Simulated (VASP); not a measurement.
Write the native input for VASP 6.6.1 that does the following.

```yaml
Task: relaxation of cell and atoms
Functional: PBEsol
Potentials_or_basis: VASP PAW PBE potentials, release 64 (Sc_sv, Al, As)
Cutoff: 600 eV
k_mesh: 6 × 6 × 2
Occupations: fermi-dirac, width 0.03 eV
Spin: no spin polarisation
Dipole_correction: no
Further_INCAR_settings: ALGO = Normal; EDIFF = 1e-07; IBRION = 2; EDIFFG = -0.01; NSW = 100; ISIF = 3
```

The structure of ScAl2As3 lies in POSCAR:

```
ScAl2As3
1.0
    3.8259873300      0.0000000000      0.0000000000
   -1.9129936600      3.3134022200      0.0000000000
    0.0000000000      0.0000000000      9.3651298900
Sc Al As
1 2 3
Direct
    0.0000000000      0.0000000000      0.0000000000
    0.3333333300      0.6666666700      0.6559942900
    0.6666666700      0.3333333300      0.3440057100
    0.3333333300      0.6666666700      0.1659022100
    0.6666666700      0.3333333300      0.8340977900
    0.0000000000      0.0000000000      0.5000000000
```

These files were run (other wordings do the same):

INCAR

```
SYSTEM = ScAl2As3
PREC     = Accurate       ! precision mode
ENCUT    = 600            ! plane-wave cutoff, eV
EDIFF    = 1E-7           ! SCF threshold, eV
ISMEAR   = -1             ! smearing method
SIGMA    = 0.03           ! smearing width, eV
LREAL    = .FALSE.        ! projectors in reciprocal space
LASPH    = .TRUE.         ! aspherical terms in the spheres
NELM     = 60             ! most SCF steps
ALGO     = Normal         ! electronic algorithm
ISIF     = 3              ! what is computed and relaxed
LWAVE    = .FALSE.        ! write WAVECAR
LCHARG   = .FALSE.        ! write CHGCAR
GGA      = PS             ! functional
IBRION   = 2              ! ionic algorithm
NSW      = 100            ! ionic steps
EDIFFG   = -0.01          ! ionic threshold
```

KPOINTS

```
Automatic mesh
0
G
  6 6 2
  0 0 0
```

Potentials or basis: VASP PAW PBE potentials, release 64 (Sc_sv, Al, As).

The run is started by

```bash
$ cat potpaw_PBE.64/Sc_sv/POTCAR potpaw_PBE.64/Al/POTCAR potpaw_PBE.64/As/POTCAR > POTCAR
$ mpirun -np 1 vasp_std > vasp.out
```

Results of the run:

* Relaxed volume: 18.72 Å³/atom
* Relaxed cell: a = 3.757 Å, b = 3.757 Å, c = 9.185 Å, α = 90.00°, β = 90.00°, γ = 120.00°
* Space group after relaxing (to 0.05 Å): P-3m1 (No. 164)
* Energy gained by relaxing: 46.2 meV/atom
* Ionic steps: 13
* Pressure after relaxing: 0.0 GPa
* Largest force after relaxing: 0.005 eV/Å
* Band gap on the k mesh: zero (band 16 reaches 6.57 eV, above the bottom of band 17 at 5.54 eV)

Caveat: the PAW data sets were made with another functional, which shifts forces and pressure a little.

Wall time 3.6 min on 1 thread of AMD EPYC 9R45 96-Core Processor (Zen 5), with other jobs on the host, peak memory 0.28 GiB.
